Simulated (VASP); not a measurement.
# GaP (I-4m2) in VASP: notebook

GaP is run at these levels: PBE; tasks: electric field gradients.

Program: VASP 6.6.1. These are calculated values, not measurements. Logs are shortened: lines on timing, memory, paths and dates and some standing lists are left out, and cuts for length are marked.

## (1) The cell of the first run

Symmetry: I-4m2, No. 119, tetragonal system. The conventional cell has a = 3.816 Å, b = 3.816 Å, c = 5.450 Å, α = 90.00°, β = 90.00°, γ = 90.00°. Within 3.1 Å of Ga (site symmetry -4m2) lie 4 P at 2.34 Å. P (site symmetry -4m2) has 4 Ga at 2.34 Å within 3.1 Å.

## (2) Electric field gradients, PBE (equal xx and yy strain of -1 %)

Input file INCAR:

```
ALGO = Normal
EDIFF = 1E-8
ENCUT = 520
GGA = PE
ISIF = 2
ISMEAR = -1
LASPH = True
LCHARG = False
LEFG = True
LREAL = False
LWAVE = False
NBANDS = 16
NELM = 100
PREC = Accurate
SIGMA = 0.05
```

Input file KPOINTS:

```
k-points
0
Gamma
  10 10 10
```

Input file POSCAR:

```
GaP
1.0
    0.0000000000      2.6979975000      2.7252500000
    2.6979975000      0.0000000000      2.7252500000
    2.6979975000      2.6979975000      0.0000000000
Ga P
1 1
Direct
    0.0000000000      0.0000000000      0.0000000000
    0.7500000000      0.7500000000      0.7500000000
```

Potentials or basis: VASP PAW PBE potentials, release 64 (Ga_d, P).

Launch:

```
cat potpaw_PBE.64/Ga_d/POTCAR potpaw_PBE.64/P/POTCAR > POTCAR
mpirun -np 1 vasp_std > vasp.out
```

OUTCAR:

```text
EDIFF = 1E-8
   ENCUT = 520
   GGA = PE
   ISIF = 2
   ISMEAR = -1
   LASPH = True
   LREAL = False
   NELM = 100
   PREC = Accurate

 ion  position               nearest neighbor table
   1  0.000  0.000  0.000-   2 2.34   2 2.34   2 2.34   2 2.34
   2  0.750  0.750  0.750-   1 2.34   1 2.34   1 2.34   1 2.34

  LATTYP: Found a body centered tetragonal cell.
 ALAT       =     3.8155446557
 C/A-ratio  =     1.4284985479

  Lattice vectors:

 A1 = (  -2.6979975000,   0.0000000000,   2.7252500000)
 A2 = (   2.6979975000,   0.0000000000,   2.7252500000)
 A3 = (   0.0000000000,   2.6979975000,  -2.7252500000)

Analysis of symmetry for initial positions (statically):
=====================================================================
 Subroutine PRICEL returns:
 Original cell was already a primitive cell.

 Routine SETGRP: Setting up the symmetry group for a
 body centered tetragonal supercell.

 Subroutine GETGRP returns: Found  8 space group operations
 (whereof  8 operations were pure point group operations)
 out of a pool of 16 trial point group operations.

The static configuration has the point symmetry D_2d.

Analysis of symmetry for dynamics (positions and initial velocities):
=====================================================================
 Subroutine PRICEL returns:
 Original cell was already a primitive cell.

 Routine SETGRP: Setting up the symmetry group for a
 body centered tetragonal supercell.

 Subroutine GETGRP returns: Found  8 space group operations
 (whereof  8 operations were pure point group operations)
 out of a pool of 16 trial point group operations.

The dynamic configuration has the point symmetry D_2d.

 Subroutine INISYM returns: Found  8 space group operations
 (whereof  8 operations are pure point group operations),
 and found     1 'primitive' translations

----------------------------------------------------------------------------------------

                                     Primitive cell

  volume of cell :      39.6752

  direct lattice vectors                    reciprocal lattice vectors
     0.000000000  2.697997500  2.725250000    -0.185322633  0.185322633  0.183469406
     2.697997500  0.000000000  2.725250000     0.185322633 -0.185322633  0.183469406
     2.697997500  2.697997500  0.000000000     0.185322633  0.185322633 -0.183469406

  length of vectors
     3.834863501  3.834863501  3.815544656     0.319921834  0.319921834  0.319921834

  position of ions in fractional coordinates (direct lattice)
     0.000000000  0.000000000  0.000000000
     0.750000000  0.750000000  0.750000000

  ion indices of the primitive-cell ions
   primitive index   ion index
                 1           1
                 2           2

----------------------------------------------------------------------------------------

 KPOINTS: k-points

Automatic generation of k-mesh.
 Grid dimensions read from file:
 generate k-points for:   10   10   10

 Generating k-lattice:

  Cartesian coordinates                     Fractional coordinates (reciprocal lattice)
    -0.018532263  0.018532263  0.018346941     0.100000000  0.000000000  0.000000000
     0.018532263 -0.018532263  0.018346941     0.000000000  0.100000000  0.000000000
     0.018532263  0.018532263 -0.018346941    -0.000000000 -0.000000000  0.100000000

  Length of vectors
     0.031992183  0.031992183  0.031992183

  Shift w.r.t. Gamma in fractional coordinates (k-lattice)
     0.000000000  0.000000000  0.000000000

 Subroutine IBZKPT returns following result:
 ===========================================

 Found    102 irreducible k-points:

 Following reciprocal coordinates:
            Coordinates               Weight
  0.000000  0.000000  0.000000      1.000000
  0.100000  0.000000  0.000000      8.000000
  0.200000  0.000000  0.000000      8.000000
  0.300000  0.000000  0.000000      8.000000
  0.400000  0.000000  0.000000      8.000000
  0.500000  0.000000  0.000000      4.000000
[... 16 lines left out ...]
  0.300000  0.300000  0.000000      2.000000
  0.400000  0.300000  0.000000      8.000000
 [... further k-points ...]
   k-points           NKPTS =    102   k-points in BZ     NKDIM =    102   number of bands    NBANDS=     16
   number of dos      NEDOS =    301   number of ions     NIONS =      2
   total plane-waves  NPLWV =  25200
   dimension x,y,z NGX =    30 NGY =   30 NGZ =   28
   dimension x,y,z NGXF=    60 NGYF=   60 NGZF=   56
   ions per type =               1   1
   NGX,Y,Z   is equivalent  to a cutoff of  13.01, 13.01, 12.20 a.u.
   NGXF,Y,Z  is equivalent  to a cutoff of  26.01, 26.01, 24.40 a.u.
 SYSTEM =  unknown system
   PREC   = accura    normal or accurate (medium, high low for compatibility)
   ISTART =      0    job   : 0-new  1-cont  2-samecut
   ICHARG =      2    charge: 1-file 2-atom 10-const
   ISPIN  =      1    spin polarized calculation?
   LNONCOLLINEAR =      F non collinear calculations
   LSORBIT =      F    spin-orbit coupling
   LASPH  =      T    aspherical Exc in radial PAW
   ENCUT  =  520.0 eV  38.22 Ry    6.18 a.u.   7.13  7.13  7.09*2*pi/ulx,y,z
   NELM   =    100;   NELMIN=  2; NELMDL= -5     # of ELM steps
   EDIFF  = 0.1E-07   stopping-criterion for ELM
   LREAL  =      F    real-space projection
   EDIFFG = 0.1E-06   stopping-criterion for IOM
   NSW    =      0    number of steps for IOM
   IBRION =     -1    ionic relax: 0-MD 1-quasi-New 2-CG
   NFREE  =      0    steps in history (QN), initial steepest desc. (CG)
   ISIF   =      2    stress and relaxation
   ISYM   =      2    0-nonsym 1-usesym 2-fastsym
   POTIM  = 0.5000    time-step for ionic-motion
   TEBEG  =    0.0;   TEEND  =   0.0 temperature during run
   PSTRESS=    0.0 pullay stress
   NELECT =      18.0000    total number of electrons
   NUPDOWN=      -1.0000    fix difference up-down
   EMIN   =  10.00;   EMAX   =-10.00  energy-range for DOS
   EFERMI =   0.00;   METHOD = LEGACY
   ISMEAR =    -1;   SIGMA  =   0.05  broadening in eV -4-tet -1-fermi 0-gaus
   EFERMI_NEDOS =   21; number of points for ismear=-14 and -15
   IALGO  =     38    algorithm
   IMIX   =      4    mixing-type and parameters
     AMIX     =   0.40;   BMIX     =  1.00
     AMIX_MAG =   1.60;   BMIX_MAG =  1.00
  volume/ion in A,a.u.               =      19.84       133.87
  Fermi-wavevector in a.u.,A,eV,Ry     =   1.257938  2.377158 21.529963  1.582408
  Thomas-Fermi vector in A             =   2.391572
   LORBIT       =      0    0 simple, 1 ext, 2 COOP (PROOUT), +10 PAW based schemes
   GGA     = PE    functional components
   LHFCALC =     F    Hartree Fock is set to
   AEXX    =    0.0000 exact exchange contribution
   IVDW    =     0    specifies the selected vdW correction
   LEPSILON=     F    determine dielectric tensor
   LRPA    =     F    only Hartree local field effects (RPA)
 non-spin polarized calculation
  energy-cutoff  :      520.00
  volume of cell :       39.68
 maximum number of plane-waves:      1078
 NGX is ok and might be reduce to    30
   NGX = 15   NGY = 15   NGZ = 15

 number of electron      17.9999999 magnetization

 Free energy of the ion-electron system (eV)
  ---------------------------------------------------
  ext. energy  EPLUGINS =         0.00000000
  ---------------------------------------------------
  free energy    TOTEN  =        -9.10045922 eV

  energy without entropy =       -9.10045922  energy(sigma->0) =       -9.10045922

 E-fermi :   5.6239     XC(G=0):  -9.9253

 val. band max:        4.8782379804   @ k =   0.0000   0.0000   0.0000
 cond. band min:       6.3994826598   @ k =   0.4000   0.0000   0.4000
 fundamental gap:      1.5212446793
 Fermi energy:         5.6239349696

 k-point     1 :       0.0000    0.0000    0.0000
  band No.  band energies     occupation
      1      -9.7286      2.00000
      2      -9.7255      2.00000
      3      -9.7255      2.00000
      4      -9.6212      2.00000
      5      -9.6198      2.00000
      6      -7.7856      2.00000
[... 8 lines left out ...]
     15      14.5809      0.00000
     16      14.7669      0.00000
[... 419 lines left out ...]
 k-point    24 :       0.4000    0.3000    0.0000
  band No.  band energies     occupation
      1      -9.8301      2.00000
      2      -9.6753      2.00000
      3      -9.6728      2.00000
      4      -9.6455      2.00000
      5      -9.6044      2.00000
      6      -5.7730      2.00000
[... 8 lines left out ...]
     15      16.7209      0.00000
     16      18.7526      0.00000

 [... further k-points ...]

------------------------ aborting loop because EDIFF is reached ----------------------------------------

  FORCE on cell =-STRESS in cart. coord.  units (eV):
  Direction    XX          YY          ZZ          XY          YZ          ZX
  --------------------------------------------------------------------------------------
  -------------------------------------------------------------------------------------
  Total        1.1292316      1.1292316      0.9429346      0.0000000      0.0000000      0.0000000
  in kB       45.6009807     45.6009807     38.0778772      0.0000000      0.0000000      0.0000000
  external PRESSURE =      43.0932795 kB  Pullay stress =       0.0000000 kB

 VOLUME and BASIS-vectors are now :
 -----------------------------------------------------------------------------
  energy-cutoff  :      520.00
  volume of cell :       39.68
      direct lattice vectors                 reciprocal lattice vectors
     0.000000000  2.697997500  2.725250000    -0.185322633  0.185322633  0.183469406
     2.697997500  0.000000000  2.725250000     0.185322633 -0.185322633  0.183469406
     2.697997500  2.697997500  0.000000000     0.185322633  0.185322633 -0.183469406

 POSITION                                       TOTAL-FORCE (eV/Angst)
 -----------------------------------------------------------------------------------
      0.00000      0.00000      0.00000         0.000000      0.000000      0.000000
      4.04700      4.04700      4.08788        -0.000000     -0.000000     -0.000000
 -----------------------------------------------------------------------------------
    total drift:                               -0.000002     -0.000002      0.000008

  FREE ENERGIE OF THE ION-ELECTRON SYSTEM (eV)
  ---------------------------------------------------
  free  energy   TOTEN  =        -9.1004592198 eV

  energy  without entropy=       -9.1004592163  energy(sigma->0) =       -9.10045922

 Electric field gradients (V/A^2)
---------------------------------------------------------------------
 ion       V_xx      V_yy      V_zz      V_xy      V_xz      V_yz
---------------------------------------------------------------------
   1       0.859     0.859    -1.719     0.005    -0.003    -0.003
   2      -0.619    -0.619     1.239     0.000    -0.000    -0.000
---------------------------------------------------------------------

 Electric field gradients after diagonalization (V/A^2)
 (convention: |V_zz| > |V_xx| > |V_yy|)
----------------------------------------------------------------------
 ion       V_xx      V_yy      V_zz     asymmetry (V_yy - V_xx)/ V_zz
----------------------------------------------------------------------
   1       0.865     0.854    -1.719       0.006
   2      -0.620    -0.619     1.239       0.001
----------------------------------------------------------------------

           NMR quadrupolar parameters

 Cq : quadrupolar parameter    Cq=e*Q*V_zz/h
 eta: asymmetry parameters     (V_yy - V_xx)/ V_zz
 Q  : nuclear electric quadrupole moment in mb (millibarn)
----------------------------------------------------------------------
 ion       Cq(MHz)       eta       Q (mb)
----------------------------------------------------------------------
   1      -0.004       0.006       1.000
   2       0.003       0.001       1.000
----------------------------------------------------------------------
```

Run time: 1.7 min. Hardware: 1 thread of Intel Xeon 8259CL, shared host; peak memory 0.21 GiB.

Results:

```
Free energy                             : -9.1005 eV
Pressure                                : 4.3 GPa
Band gap on the k mesh                  : 1.52 eV (least direct gap 1.97 eV)
Largest electric field gradient by atom : Ga -1.7; P +1.2 V/Å²
```

Stress tensor (GPa, compression positive):
```
4.56 0.00 0.00
0.00 4.56 0.00
0.00 0.00 3.81
```

Electric field gradients, principal values (V/Å²):
| atom | least | middle | greatest (by size) |
| --- | --- | --- | --- |
| 1 Ga | 0.854 | 0.865 | -1.719 |
| 2 P | -0.619 | -0.620 | 1.239 |

Caveat: the cell differs from its parent crystal (equal xx and yy strain of -1 %); the cell stands under pressure; without QUAD_EFG the Cq values of the log hold for a quadrupole moment of 1 mb, not for the nuclei. A k mesh can miss the band edges.

## (3) Electric field gradients, PBE (zz strain of +1 %)

Input file INCAR:

```
SYSTEM = GaP
PREC = Accurate
ENCUT = 520
EDIFF = 1E-8
ISMEAR = -1
SIGMA = 0.05
LREAL = .FALSE.
LASPH = .TRUE.
NELM = 60
ALGO = Normal
ISIF = 2
LWAVE = .FALSE.
LCHARG = .FALSE.
GGA = PE
LEFG = .TRUE.
NBANDS = 16
```

Input file KPOINTS:

```
Automatic mesh
0
G
  10 10 10
  0 0 0
```

Input file POSCAR:

```
GaP
1.0
    0.0000000000      2.7252500000      2.7525025000
    2.7252500000      0.0000000000      2.7525025000
    2.7252500000      2.7252500000      0.0000000000
Ga P
1 1
Direct
    0.0000000000      0.0000000000      0.0000000000
    0.7500000000      0.7500000000      0.7500000000
```

Potentials or basis: VASP PAW PBE potentials, release 64 (Ga_d, P).

Launch:

```
cat potpaw_PBE.64/Ga_d/POTCAR potpaw_PBE.64/P/POTCAR > POTCAR
mpirun -np 1 vasp_std > vasp.out
```

OUTCAR:

```text
SYSTEM = GaP
   PREC = Accurate
   ENCUT = 520
   EDIFF = 1E-8
   ISMEAR = -1
   LREAL = .FALSE.
   LASPH = .TRUE.
   NELM = 60
   ISIF = 2
   GGA = PE

 ion  position               nearest neighbor table
   1  0.000  0.000  0.000-   2 2.37   2 2.37   2 2.37   2 2.37
   2  0.750  0.750  0.750-   1 2.37   1 2.37   1 2.37   1 2.37

  LATTYP: Found a body centered tetragonal cell.
 ALAT       =     3.8540855109
 C/A-ratio  =     1.4283556980

  Lattice vectors:

 A1 = (  -2.7252500000,   0.0000000000,   2.7525025000)
 A2 = (   2.7252500000,   0.0000000000,   2.7525025000)
[... 669 lines left out ...]
  free  energy   TOTEN  =        -9.1227087622 eV

  energy  without entropy=       -9.1227087597  energy(sigma->0) =       -9.12270876

 Electric field gradients (V/A^2)
---------------------------------------------------------------------
 ion       V_xx      V_yy      V_zz      V_xy      V_xz      V_yz
---------------------------------------------------------------------
   1       0.846     0.846    -1.692    -0.002    -0.002    -0.002
   2      -0.606    -0.606     1.212    -0.000    -0.000    -0.000
---------------------------------------------------------------------

 Electric field gradients after diagonalization (V/A^2)
 (convention: |V_zz| > |V_xx| > |V_yy|)
----------------------------------------------------------------------
 ion       V_xx      V_yy      V_zz     asymmetry (V_yy - V_xx)/ V_zz
----------------------------------------------------------------------
   1       0.848     0.845    -1.692       0.002
   2      -0.606    -0.606     1.212       0.000
----------------------------------------------------------------------

           NMR quadrupolar parameters

 Cq : quadrupolar parameter    Cq=e*Q*V_zz/h
 eta: asymmetry parameters     (V_yy - V_xx)/ V_zz
 Q  : nuclear electric quadrupole moment in mb (millibarn)
----------------------------------------------------------------------
 ion       Cq(MHz)       eta       Q (mb)
----------------------------------------------------------------------
   1      -0.004       0.002       1.000
   2       0.003       0.000       1.000
----------------------------------------------------------------------
```

OSZICAR:

```text
N       E                     dE             d eps       ncg     rms          rms(c)
DAV:   1     0.816487952299E+02    0.81649E+02   -0.89939E+03  3368   0.164E+03
DAV:   2    -0.298631257844E+01   -0.84635E+02   -0.80725E+02  3808   0.314E+02
DAV:   3    -0.928080497880E+01   -0.62945E+01   -0.62727E+01  4008   0.657E+01
DAV:   4    -0.938667502348E+01   -0.10587E+00   -0.10585E+00  4168   0.928E+00
DAV:   5    -0.938853716644E+01   -0.18621E-02   -0.18621E-02  4176   0.106E+00    0.420E+00
DAV:   6    -0.914816159889E+01    0.24038E+00   -0.37742E-01  5120   0.104E+01    0.278E+00
DAV:   7    -0.912186837783E+01    0.26293E-01   -0.92791E-02  4408   0.203E+00    0.111E+00
DAV:   8    -0.912216730592E+01   -0.29893E-03   -0.13134E-02  3840   0.138E+00    0.190E-01
DAV:   9    -0.912256589632E+01   -0.39859E-03   -0.13110E-03  4216   0.500E-01    0.806E-02
DAV:  10    -0.912263764954E+01   -0.71753E-04   -0.11078E-04  5160   0.113E-01    0.396E-02
DAV:  11    -0.912270875456E+01   -0.71105E-04   -0.96952E-05  3904   0.803E-02    0.498E-03
DAV:  12    -0.912270842899E+01    0.32556E-06   -0.26497E-06  4024   0.206E-02    0.302E-03
DAV:  13    -0.912270872414E+01   -0.29514E-06   -0.81437E-07  4296   0.749E-03    0.191E-03
DAV:  14    -0.912270875672E+01   -0.32587E-07   -0.30938E-08  4104   0.126E-03    0.162E-03
DAV:  15    -0.912270876224E+01   -0.55156E-08   -0.21583E-09  3472   0.370E-04
   1 F= -.91227088E+01 E0= -.91227088E+01  d E =-.255863E-08
```

stdout:

```text
POSCAR found type information on POSCAR GaP
 POSCAR found :  2 types and       2 ions
 scaLAPACK will be used
 LDA part: xc-table for (Slater+PW92), standard interpolation
 POSCAR, INCAR and KPOINTS ok, starting setup
 FFT: planning ... GRIDC
 FFT: planning ... GRID_SOFT
 FFT: planning ... GRID
 WAVECAR not read
 entering main loop
ion   1

ion   2
```

Run time: 1.7 min. Hardware: 1 thread of Intel Xeon 8259CL, shared host; peak memory 0.21 GiB.

Results:

* Free energy: -9.1227 eV
* Pressure: 1.6 GPa
* Band gap on the k mesh: 1.57 eV (least direct gap 1.72 eV)
* Largest electric field gradient by atom: Ga -1.7; P +1.2 V/Å²

Stress tensor (GPa, compression positive):
```
1.88 0.00 0.00
0.00 1.88 0.00
0.00 0.00 1.13
```

Electric field gradients, principal values (V/Å²):
```
atom   least  middle  greatest (by size)
1 Ga   0.845   0.848              -1.692
 2 P  -0.606  -0.606               1.212
```

Caveat: the cell differs from its parent crystal (zz strain of +1 %); without QUAD_EFG the Cq values of the log hold for a quadrupole moment of 1 mb, not for the nuclei. A k mesh can miss the band edges.
